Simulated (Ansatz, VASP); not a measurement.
# AlInSbN2: VASP beside Ansatz

```xyz
5
Lattice="2.9260 0.0000 0.0000 0.0000 5.3578 0.0000 0.0000 0.0000 11.0909" Properties=species:S:1:pos:R:3 pbc="T T T"
Al    0.0000    2.6789    4.5649
In    0.0000    0.0000    5.7764
Sb    0.0000    2.6789    7.4408
N     0.0000    0.0000    1.1196
N     0.0000    0.0000   11.1088
```

Alike in both runs: functional PBE; k mesh 12 × 8 × 4; occupations gaussian, width 0.1 eV; no spin polarisation.

Ansatz relaxed the structure, and its values are those at the end. VASP's run is a single point on that final structure, the one shown.

|  | VASP | Ansatz |
| --- | --- | --- |
| version | VASP 6.6.1 | Ansatz 0.2.0 |
| potentials or method | VASP PAW PBE potentials, release 64 (Al, In_d, Sb, N), cutoff 520 eV | scalar-relativistic, plane waves, PAW |
| valence electrons in the cell | 31 | 41 |

|  | VASP | Ansatz | Ansatz less VASP |
| --- | --- | --- | --- |
| gap on the k mesh at the Fermi level (eV) | none | none | - |
| pressure (GPa) | 0.5 | 0.0 | -0.54 |
| rms of the force components (eV/Å) | 0.644 | 0.003 | -0.6408 |

A gap of «none» marks a metal or a gap that the smearing closes. One of these differences is far larger than is usual between the two programs; its cause wasn't traced. VASP's potentials hold 31 valence electrons a cell and Ansatz's 41, so a difference there can come from the potentials and not from the codes.

Spin-orbit coupling is off throughout. Noted on VASP's run: the standard files for N, O and F lose accuracy on very short bonds.
